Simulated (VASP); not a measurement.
Here is a VASP 6.6.1 calculation.

File INCAR:

```
SYSTEM = In3Se
ALGO = Normal ; EDIFF = 1E-7
ENCUT = 520 ; GGA = CA
ISIF = 2 ; ISMEAR = -1
LASPH = .True. ; LCHARG = .False.
LREAL = .False. ; LWAVE = .False.
NBANDS = 30 ; NELM = 60
PREC = Accurate ; SIGMA = 0.05
```

KPOINTS

```
k-points
0
Gamma
  6 6 6
  0 0 0
```

The input POSCAR:

```
In3Se
1.0
    4.7056946064      0.0000000000      0.0000000000
    0.0000000000      4.7056946064      0.0000000000
    0.0000000000      0.0000000000      4.7056946064
In Se
3 1
Direct
    0.5000000000      0.5000000000      0.0000000000
    0.5000000000      0.0000000000      0.5000000000
    0.0000000000      0.5000000000      0.5000000000
    0.0000000000      0.0000000000      0.0000000000
```

Potentials or basis: VASP PAW LDA potentials, release 64 (In_d, Se).

Command:

```console
$ cat potpaw_LDA.64/In_d/POTCAR potpaw_LDA.64/Se/POTCAR > POTCAR
$ mpirun -np 1 vasp_std > vasp.out
```

Q: Estimate the band gap on the k mesh.

A: Zero (an odd number of electrons rules out a gap without spin polarisation).

Q: Predict the pressure.

A: -2.4 GPa.

Caveat: spin-orbit coupling is left out, which moves the levels of the heavy elements.
